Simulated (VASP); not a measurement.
# Pb in VASP: further runs

Pb is run at these levels: PBE, PBEsol; tasks: single point.

Program: VASP 6.6.1. These are calculated values, not measurements. Logs are shortened: lines on timing, memory, paths and dates and some standing lists are left out, and cuts for length are marked.

### 1 The cell of the first run

The typed cell holds 2 atoms: a = 3.507 Å, b = 3.507 Å, c = 6.452 Å, α = 106.51°, β = 106.51°, γ = 59.89°.

### 2 Single point, PBE

Contents of INCAR:

```
SYSTEM = Pb
  PREC = Accurate
  ENCUT = 520
  EDIFF = 1E-6
  ISMEAR = 1
  SIGMA = 0.05
  LREAL = .False.
  LASPH = .True.
  NELM = 100
  ALGO = Fast
  ISIF = 2
  LWAVE = .False.
  LCHARG = .True.
  GGA = PE
  LELF = .True.
  LVHAR = .True.
  NBANDS = 21
```

Contents of KPOINTS:

```
regular mesh
0
Gamma
  15 15 7
  0 0 0
```

Contents of POSCAR:

```
Pb
1.0
    3.0386068135     -1.7503199600      0.0000000000
    3.0386068135      1.7503199600      0.0000000000
   -2.1154626375      0.0000000000      6.0952248674
Pb
2
Direct
    0.8992000000      0.9126090000      0.7288880000
    0.0934150000      0.0824840000      0.2714710000
```

Potentials or basis: VASP PAW PBE potentials, release 64 (Pb_d).

Run with:

```console
> cat potpaw_PBE.64/Pb_d/POTCAR > POTCAR
> mpirun -np 1 vasp_std > vasp.out
```

OUTCAR:

```text
SYSTEM = Pb
   PREC = Accurate
   ENCUT = 520
   EDIFF = 1E-6
   ISMEAR = 1
   LREAL = .False.
   LASPH = .True.
   NELM = 100
   ISIF = 2
   GGA = PE

 ion  position               nearest neighbor table
   1  0.899  0.913  0.729-   2 3.31   2 3.41   2 3.45   2 3.48
   2  0.093  0.082  0.271-   1 3.31   1 3.41   1 3.45   1 3.48

  LATTYP: Found a base centered monoclinic cell.
 ALAT       =     6.0772136270
 B/A-ratio  =     0.5760271293
 C/A-ratio  =     1.0616534713
 COS(beta)  =    -0.3278823751

  Lattice vectors:

 A1 = (   3.0386068135,  -1.7503199600,   0.0000000000)
 A2 = (   3.0386068135,   1.7503199600,   0.0000000000)
 A3 = (  -2.1154626375,   0.0000000000,   6.0952248674)

Analysis of symmetry for initial positions (statically):
=====================================================================
 Subroutine PRICEL returns:
 Original cell was already a primitive cell.

 Routine SETGRP: Setting up the symmetry group for a
 base centered monoclinic supercell.

 Subroutine GETGRP returns: Found  2 space group operations
 (whereof  1 operations were pure point group operations)
 out of a pool of  4 trial point group operations.

The static configuration has the point symmetry C_1 .
 The point group associated with its full space group is S_2 .

Analysis of symmetry for dynamics (positions and initial velocities):
=====================================================================
 Subroutine PRICEL returns:
 Original cell was already a primitive cell.

 Routine SETGRP: Setting up the symmetry group for a
 base centered monoclinic supercell.

 Subroutine GETGRP returns: Found  2 space group operations
 (whereof  1 operations were pure point group operations)
 out of a pool of  4 trial point group operations.

The dynamic configuration has the point symmetry C_1 .
 The point group associated with its full space group is S_2 .

 Subroutine INISYM returns: Found  2 space group operations
 (whereof  1 operations are pure point group operations),
 and found     1 'primitive' translations

----------------------------------------------------------------------------------------

                                     Primitive cell

  volume of cell :      64.8353

  direct lattice vectors                    reciprocal lattice vectors
     3.038606813 -1.750319960  0.000000000     0.164549095 -0.285662057  0.057109864
     3.038606813  1.750319960  0.000000000     0.164549095  0.285662057  0.057109864
    -2.115462637  0.000000000  6.095224867     0.000000000  0.000000000  0.164062856

  length of vectors
     3.506672401  3.506672401  6.451894943     0.334575480  0.334575480  0.164062856

  position of ions in fractional coordinates (direct lattice)
     0.899200000  0.912609000  0.728888000
     0.093415000  0.082484000  0.271471000

  ion indices of the primitive-cell ions
   primitive index   ion index
                 1           1
                 2           2

----------------------------------------------------------------------------------------

 KPOINTS: regular mesh

Automatic generation of k-mesh.
 Grid dimensions read from file:
 generate k-points for:   15   15    7

 Generating k-lattice:

  Cartesian coordinates                     Fractional coordinates (reciprocal lattice)
     0.010969940 -0.019044137  0.003807324     0.066666667  0.000000000 -0.000000000
     0.010969940  0.019044137  0.003807324     0.000000000  0.066666667 -0.000000000
     0.000000000  0.000000000  0.023437551     0.000000000  0.000000000  0.142857143

  Length of vectors
     0.022305032  0.022305032  0.023437551

  Shift w.r.t. Gamma in fractional coordinates (k-lattice)
     0.000000000  0.000000000  0.000000000

 Subroutine IBZKPT returns following result:
 ===========================================

 Found    788 irreducible k-points:

 Following reciprocal coordinates:
            Coordinates               Weight
  0.000000  0.000000  0.000000      1.000000
  0.066667 -0.000000  0.000000      2.000000
  0.000000 -0.066667 -0.000000      2.000000
  0.133333  0.000000  0.000000      2.000000
 -0.000000 -0.133333 -0.000000      2.000000
  0.200000  0.000000  0.000000      2.000000
[... 16 lines left out ...]
  0.333333  0.066667  0.000000      2.000000
 -0.066667 -0.333333 -0.000000      2.000000
 [... further k-points ...]
   k-points           NKPTS =    788   k-points in BZ     NKDIM =    788   number of bands    NBANDS=     21
   number of dos      NEDOS =    301   number of ions     NIONS =      2
   total plane-waves  NPLWV =  37632
   dimension x,y,z NGX =    28 NGY =   28 NGZ =   48
   dimension x,y,z NGXF=    56 NGYF=   56 NGZF=   96
   ions per type =               2
   NGX,Y,Z   is equivalent  to a cutoff of  13.27, 13.27, 12.37 a.u.
   NGXF,Y,Z  is equivalent  to a cutoff of  26.55, 26.55, 24.74 a.u.
 SYSTEM =  Pb
   PREC   = accura    normal or accurate (medium, high low for compatibility)
   ISTART =      0    job   : 0-new  1-cont  2-samecut
   ICHARG =      2    charge: 1-file 2-atom 10-const
   ISPIN  =      1    spin polarized calculation?
   LNONCOLLINEAR =      F non collinear calculations
   LSORBIT =      F    spin-orbit coupling
   LASPH  =      T    aspherical Exc in radial PAW
   ENCUT  =  520.0 eV  38.22 Ry    6.18 a.u.   6.52  6.52 12.00*2*pi/ulx,y,z
   NELM   =    100;   NELMIN=  2; NELMDL= -5     # of ELM steps
   EDIFF  = 0.1E-05   stopping-criterion for ELM
   LREAL  =      F    real-space projection
   EDIFFG = 0.1E-04   stopping-criterion for IOM
   NSW    =      0    number of steps for IOM
   IBRION =     -1    ionic relax: 0-MD 1-quasi-New 2-CG
   NFREE  =      0    steps in history (QN), initial steepest desc. (CG)
   ISIF   =      2    stress and relaxation
   ISYM   =      2    0-nonsym 1-usesym 2-fastsym
   POTIM  = 0.5000    time-step for ionic-motion
   TEBEG  =    0.0;   TEEND  =   0.0 temperature during run
   PSTRESS=    0.0 pullay stress
   NELECT =      28.0000    total number of electrons
   NUPDOWN=      -1.0000    fix difference up-down
   EMIN   =  10.00;   EMAX   =-10.00  energy-range for DOS
   EFERMI =   0.00;   METHOD = LEGACY
   ISMEAR =     1;   SIGMA  =   0.05  broadening in eV -4-tet -1-fermi 0-gaus
   EFERMI_NEDOS =   21; number of points for ismear=-14 and -15
   IALGO  =     68    algorithm
   IMIX   =      4    mixing-type and parameters
     AMIX     =   0.40;   BMIX     =  1.00
     AMIX_MAG =   1.60;   BMIX_MAG =  1.00
  volume/ion in A,a.u.               =      32.42       218.77
  Fermi-wavevector in a.u.,A,eV,Ry     =   1.237438  2.338420 20.833975  1.531254
  Thomas-Fermi vector in A             =   2.372006
   LORBIT       =      0    0 simple, 1 ext, 2 COOP (PROOUT), +10 PAW based schemes
   GGA     = PE    functional components
   LHFCALC =     F    Hartree Fock is set to
   AEXX    =    0.0000 exact exchange contribution
   IVDW    =     0    specifies the selected vdW correction
   LEPSILON=     F    determine dielectric tensor
   LRPA    =     F    only Hartree local field effects (RPA)
 non-spin polarized calculation
 RMM-DIIS sequential band-by-band and
 Methfessel and Paxton  Order N= 1 SIGMA  =   0.05
  energy-cutoff  :      520.00
  volume of cell :       64.84
 maximum number of plane-waves:      1782
 NGX is ok and might be reduce to    28
   NGX = 13   NGY = 13   NGZ = 23

 number of electron      28.0000005 magnetization

 Free energy of the ion-electron system (eV)
  ---------------------------------------------------
  ext. energy  EPLUGINS =         0.00000000
  ---------------------------------------------------
  free energy    TOTEN  =        -6.98702029 eV

  energy without entropy =       -6.98706333  energy(sigma->0) =       -6.98703464

 E-fermi :   6.5415     XC(G=0):  -9.8262

 val. band max:        6.5409235007   @ k =  -0.0667   0.4000  -0.2857
 cond. band min:       6.5424426689   @ k =  -0.2000  -0.4667  -0.4286
 fundamental gap:      0.0015191682
 Fermi energy:         6.5414744455

 k-point     1 :       0.0000    0.0000    0.0000
  band No.  band energies     occupation
      1     -10.6242      2.00000
      2     -10.5050      2.00000
      3     -10.5037      2.00000
      4     -10.5014      2.00000
      5     -10.5002      2.00000
      6     -10.4696      2.00000
[... 13 lines left out ...]
     20      15.7851      0.00000
     21      16.5583      0.00000

 k-point     2 :       0.0667   -0.0000    0.0000
  band No.  band energies     occupation
      1     -10.6201      2.00000
      2     -10.5061      2.00000
      3     -10.5038      2.00000
      4     -10.4957      2.00000
      5     -10.4925      2.00000
      6     -10.4586      2.00000
[... 13 lines left out ...]
     20      16.1708      0.00000
     21      16.3052      0.00000

 k-point     3 :       0.0000   -0.0667   -0.0000
  band No.  band energies     occupation
      1     -10.6199      2.00000
      2     -10.5083      2.00000
      3     -10.5044      2.00000
      4     -10.4940      2.00000
      5     -10.4921      2.00000
      6     -10.4587      2.00000
[... 13 lines left out ...]
     20      16.1723      0.00000
     21      16.3175      0.00000

 k-point     4 :       0.1333    0.0000    0.0000
  band No.  band energies     occupation
      1     -10.6093      2.00000
      2     -10.5181      2.00000
      3     -10.5104      2.00000
      4     -10.4699      2.00000
      5     -10.4645      2.00000
      6     -10.4356      2.00000
[... 13 lines left out ...]
     20      15.6344      0.00000
     21      16.8835      0.00000

 k-point     5 :      -0.0000   -0.1333   -0.0000
  band No.  band energies     occupation
      1     -10.6085      2.00000
      2     -10.5214      2.00000
      3     -10.5113      2.00000
      4     -10.4682      2.00000
      5     -10.4644      2.00000
      6     -10.4369      2.00000
[... 13 lines left out ...]
     20      15.6196      0.00000
     21      16.8924      0.00000

 k-point     6 :       0.2000    0.0000    0.0000
  band No.  band energies     occupation
      1     -10.5975      2.00000
      2     -10.5348      2.00000
      3     -10.5185      2.00000
      4     -10.4476      2.00000
      5     -10.4350      2.00000
      6     -10.4257      2.00000
[... 13 lines left out ...]
     20      14.9804      0.00000
     21      16.3760      0.00000

 k-point     7 :       0.0000   -0.2000   -0.0000
  band No.  band energies     occupation
      1     -10.5953      2.00000
      2     -10.5388      2.00000
      3     -10.5211      2.00000
      4     -10.4489      2.00000
      5     -10.4344      2.00000
      6     -10.4245      2.00000
[... 13 lines left out ...]
     20      14.9541      0.00000
     21      16.3824      0.00000
[... 291 lines left out ...]
      1     -10.5984      2.00000
      2     -10.5274      2.00000
      3     -10.5167      2.00000
      4     -10.4546      2.00000
      5     -10.4503      2.00000
      6     -10.4276      2.00000
[... 13 lines left out ...]
     20      15.6726      0.00000
     21      16.7884      0.00000

 k-point    21 :       0.2667    0.0667    0.0000
  band No.  band energies     occupation
      1     -10.5847      2.00000
      2     -10.5424      2.00000
      3     -10.5263      2.00000
      4     -10.4682      2.00000
      5     -10.4182      2.00000
      6     -10.4109      2.00000
[... 13 lines left out ...]
     20      15.1695      0.00000
     21      15.7598      0.00000

 k-point    22 :      -0.0667   -0.2667    0.0000
  band No.  band energies     occupation
      1     -10.5829      2.00000
      2     -10.5455      2.00000
      3     -10.5281      2.00000
      4     -10.4688      2.00000
      5     -10.4204      2.00000
      6     -10.4103      2.00000
[... 13 lines left out ...]
     20      15.1748      0.00000
     21      15.7609      0.00000

 k-point    23 :       0.3333    0.0667    0.0000
  band No.  band energies     occupation
      1     -10.5826      2.00000
      2     -10.5572      2.00000
      3     -10.5351      2.00000
      4     -10.4984      2.00000
      5     -10.4136      2.00000
      6     -10.3755      2.00000
[... 13 lines left out ...]
     20      14.7624      0.00000
     21      15.1947      0.00000

 k-point    24 :      -0.0667   -0.3333   -0.0000
  band No.  band energies     occupation
      1     -10.5785      2.00000
      2     -10.5608      2.00000
      3     -10.5394      2.00000
      4     -10.4991      2.00000
      5     -10.4176      2.00000
      6     -10.3739      2.00000
[... 13 lines left out ...]
     20      14.7690      0.00000
     21      15.1880      0.00000

 [... further k-points ...]

------------------------ aborting loop because EDIFF is reached ----------------------------------------

  FORCE on cell =-STRESS in cart. coord.  units (eV):
  Direction    XX          YY          ZZ          XY          YZ          ZX
  --------------------------------------------------------------------------------------
  -------------------------------------------------------------------------------------
  Total        0.1021972      0.1392298      0.6712430     -0.0364383     -0.0616061      0.0114187
  in kB        2.5254440      3.4405744     16.5874127     -0.9004457     -1.5223788      0.2821730
  external PRESSURE =       7.5178103 kB  Pullay stress =       0.0000000 kB

 VOLUME and BASIS-vectors are now :
 -----------------------------------------------------------------------------
  energy-cutoff  :      520.00
  volume of cell :       64.84
      direct lattice vectors                 reciprocal lattice vectors
     3.038606813 -1.750319960  0.000000000     0.164549095 -0.285662057  0.057109864
     3.038606813  1.750319960  0.000000000     0.164549095  0.285662057  0.057109864
    -2.115462637  0.000000000  6.095224867     0.000000000  0.000000000  0.164062856

 POSITION                                       TOTAL-FORCE (eV/Angst)
 -----------------------------------------------------------------------------------
      3.96344      0.02347      4.44274         0.018156     -0.009642     -0.020914
     -0.03980     -0.01913      1.65468        -0.018156      0.009642      0.020914
 -----------------------------------------------------------------------------------
    total drift:                               -0.000008      0.000023      0.000001

  FREE ENERGIE OF THE ION-ELECTRON SYSTEM (eV)
  ---------------------------------------------------
  free  energy   TOTEN  =        -6.9870202944 eV

  energy  without entropy=       -6.9870633312  energy(sigma->0) =       -6.98703464
```

Wall time 7.3 min (1 thread of Intel Xeon 6975P-C (Granite Rapids), shared host); peak memory 0.85 GiB.

Results:

| Item | Value |
| --- | --- |
| Free energy | -6.9870 eV |
| Pressure | 0.8 GPa |
| Largest force | 0.029 eV/Å |
| Band gap on the k mesh | zero (bands 14 and 15 overlap by 7.61 eV) |

Forces on the atoms (eV/Å):
```
Pb   0.018 -0.010 -0.021
Pb  -0.018  0.010  0.021
```

Stress tensor (GPa, compression positive):
```
 0.25 -0.09  0.03
-0.09  0.34 -0.15
 0.03 -0.15  1.66
```

Caveat: spin-orbit coupling is left out, which moves the levels of the heavy elements.

### 3 Single point, PBEsol, non-collinear spin, zero start, spin-orbit coupling

Contents of INCAR:

```
PREC = Accurate
ENCUT = 520
EDIFF = 1E-7
ISMEAR = -1
SIGMA = 0.05
LREAL = F
LASPH = T
NELM = 150
ALGO = Normal
ISIF = 2
LWAVE = F
LCHARG = F
MAGMOM = 0 0 0 0 0 0
LORBIT = 11
LSORBIT = T
GGA_COMPAT = F
LORBMOM = T
GGA = PS
NBANDS = 40
```

Contents of KPOINTS:

```
regular mesh
0
Gamma
  9 9 5
```

Contents of POSCAR:

```
Pb
1.0
    3.0386068135     -1.7503199600      0.0000000000
    3.0386068135      1.7503199600      0.0000000000
   -2.1154626375      0.0000000000      6.0952248674
Pb
2
Direct
    0.9085084100      0.9085084100      0.7262922000
    0.0914915900      0.0914915900      0.2737078000
```

Potentials or basis: VASP PAW PBE potentials, release 64 (Pb_d).

Run with:

```console
> cat potpaw_PBE.64/Pb_d/POTCAR > POTCAR
> mpirun -np 1 vasp_ncl > vasp.out
```

Run time: 17 min. Hardware: 1 thread of Oxide Virtual Turin-like, shared host; peak memory 0.55 GiB.

Results (log left out):

```
Free energy                                           : -8.9643 eV
Pressure                                              : -1.6 GPa
Largest force                                         : 0.101 eV/Å
Net moment                                            : 0.00 μB per cell
Valence electrons inside the program's atomic spheres : Pb 11.95
```

Forces on the atoms (eV/Å):
```
Pb   0.020  0.000 -0.099
Pb  -0.020  0.000  0.099
```

Stress tensor (GPa, compression positive):
```
-1.70  0.00 -0.01
 0.00 -1.38  0.00
-0.01  0.00 -1.79
```

Moments on the atoms (μB; x, y, z):
```
Pb  0.00 0.00 0.00
Pb  0.00 0.00 0.00
```

Caveat: the PAW data sets were made with another functional, which shifts forces and pressure a little.

[end of part 1 of 2]
